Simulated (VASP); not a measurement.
TiO2 (Anatase): single point with PBE

The system is TiO2 (Anatase).

```
Ti O
1.0
    -1.90687    1.90687    4.90862
     1.90687   -1.90687    4.90862
     1.90687    1.90687   -4.90862
Ti O
2 4
Cartesian
  0.0000 0.0000 0.0000
  0.0000 1.9069 2.4543
  0.0000 0.0000 2.0134
  0.0000 1.9069 4.4677
  0.0000 1.9069 0.4409
  0.0000 0.0000 7.8038
```

This cell differs from its parent crystal: volume scaled by 1.020.

| Property | Result |
| --- | --- |
| Program | VASP 6.6.1 |
| Task | single point |
| Functional | PBE |
| Potentials or basis | VASP PAW PBE potentials, release 64 (Ti_sv, O) |
| Cutoff | 520 eV |
| k mesh | 10 × 10 × 10 |
| Occupations | gaussian, width 0.05 eV |
| Spin | no spin polarisation |
| Dipole correction | no |
| Further INCAR settings | ALGO = Normal; EDIFF = 1e-06; NBANDS = 33 |

The pressure is -2.7 GPa. The largest force is 0.018 eV/Å and the band gap on the k mesh is 2.11 eV, indirect (least direct gap 2.38 eV).

Forces in eV/Å, atoms in the order of the input:
```
Ti   0.000  0.000  0.000
Ti   0.000  0.000  0.000
O    0.000  0.000  0.018
O    0.000  0.000  0.018
O    0.000  0.000 -0.018
O    0.000  0.000 -0.018
```

Stress tensor (GPa, compression positive):
```
-2.79  0.00  0.00
 0.00 -2.79  0.00
 0.00  0.00 -2.64
```

Levels at points of the mesh, in eV from the valence-band top:
| k point | band 21 | band 22 | band 23 | band 24 | band 25 | band 26 | band 27 | band 28 |
| --- | --- | --- | --- | --- | --- | --- | --- | --- |
| (0.00, 0.00, 0.00) | -0.79 | -0.78 | -0.37 | -0.37 | 2.11 | 2.74 | 3.96 | 3.96 |
| (0.50, 0.00, 0.00) | -1.81 | -0.83 | -0.81 | -0.62 | 3.15 | 3.40 | 3.43 | 3.49 |
| (0.50, 0.50, 0.00) | -1.89 | -1.89 | -0.05 | -0.05 | 3.13 | 3.13 | 3.60 | 3.60 |
| (0.50, 0.50, 0.50) | -1.19 | -1.19 | -0.07 | -0.07 | 2.42 | 2.42 | 3.65 | 3.65 |

Run time: 9.1 min on 1 thread of Intel Xeon 6975P-C, with other jobs on the host, peak memory 0.38 GiB.

 A k mesh can miss the band edges.
